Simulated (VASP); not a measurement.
Set up this calculation in VASP 6.6.1, as the native input.

| Item | Value |
| --- | --- |
| Task | G0W0 quasiparticle levels |
| Functional | PBE |
| Potentials or basis | VASP PAW PBE potentials, release 64 (Li_GW, H_GW) |
| Cutoff | 500 eV |
| k mesh | 6 × 6 × 6 |
| Occupations | gaussian, width 0.01 eV |
| Spin | no spin polarisation |
| Dipole correction | no |
| GW scheme | G0W0 |
| GW iterations | 1 |
| Cutoff of the response function | 140 |
| Frequency points | 96 |
| Empty bands | 60 |
| Further INCAR settings | ALGO = EVGW0; EDIFF = 1e-08; NBANDS = 61 |

Crystal: LiH.

```
Li H
1.0
     0.00000    2.00299    2.00299
     2.00299    0.00000    2.00299
     2.00299    2.00299    0.00000
Li H
1 1
Direct
  0.00000 0.00000 0.00000
  0.50000 0.50000 0.50000
```

These files were run (other wordings do the same):

POSCAR

```
LiH
1.0
    0.0000000000      2.0029948929      2.0029948929
    2.0029948929      0.0000000000      2.0029948929
    2.0029948929      2.0029948929      0.0000000000
Li H
1 1
Direct
    0.0000000000      0.0000000000      0.0000000000
    0.5000000000      0.5000000000      0.5000000000
```

INCAR.step1

```
SYSTEM = LiH
PREC = Accurate ; ENCUT = 500
EDIFF = 1E-8 ; ISMEAR = 0
SIGMA = 0.01 ; LREAL = .False.
LASPH = .True. ; NELM = 100
ALGO = Normal ; LWAVE = .True.
LCHARG = .False. ; GGA = PE
```

INCAR.step2

```
SYSTEM = LiH
PREC = Accurate ; ENCUT = 500
EDIFF = 1E-8 ; ISMEAR = 0
SIGMA = 0.01 ; LREAL = .False.
LASPH = .True. ; NELM = 1
ALGO = Exact ; LWAVE = .True.
LCHARG = .False. ; GGA = PE
NBANDS = 61 ; LOPTICS = .True.
ISTART = 1
```

INCAR.step3

```
SYSTEM = LiH
PREC = Accurate ; ENCUT = 500
EDIFF = 1E-8 ; ISMEAR = 0
SIGMA = 0.01 ; LREAL = .False.
LASPH = .True. ; ALGO = EVGW0
LWAVE = .False. ; LCHARG = .False.
GGA = PE ; NELMGW = 1
NBANDS = 61 ; ENCUTGW = 140.0
NOMEGA = 96 ; PRECFOCK = Fast
ISTART = 1 ; NBANDSGW = 9
OMEGAMAX = 30
```

KPOINTS

```
regular mesh
0
Gamma
  6 6 6
  0 0 0
```

Potentials or basis: VASP PAW PBE potentials, release 64 (Li_GW, H_GW).

Command:

```sh
$ cat potpaw_PBE.64/Li_GW/POTCAR potpaw_PBE.64/H_GW/POTCAR > POTCAR
$ cp INCAR.step1 INCAR
$ mpirun -np 1 vasp_std > vasp.out
$ cp INCAR.step2 INCAR
$ mpirun -np 1 vasp_std > vasp.out
$ cp INCAR.step3 INCAR
$ mpirun -np 1 vasp_std > vasp.out
```

Results of the run:

```yaml
Quasiparticle_gap: 4.91 eV
Least_direct_quasiparticle_gap: 4.91 eV
Band_gap_of_the_starting_levels_on_the_mesh: 2.98 eV
Least_direct_gap_of_the_starting_levels_on_the_mesh: 2.98 eV
```

Caveat: the k points lie up to 0.45 Å⁻¹ apart; bands, screening cutoff and mesh are small and nothing is extrapolated, so the quasiparticle values aren't converged.

Wall time 2.7 min on 1 thread of Intel Xeon 8259CL (shared host), peak memory 0.27 GiB.
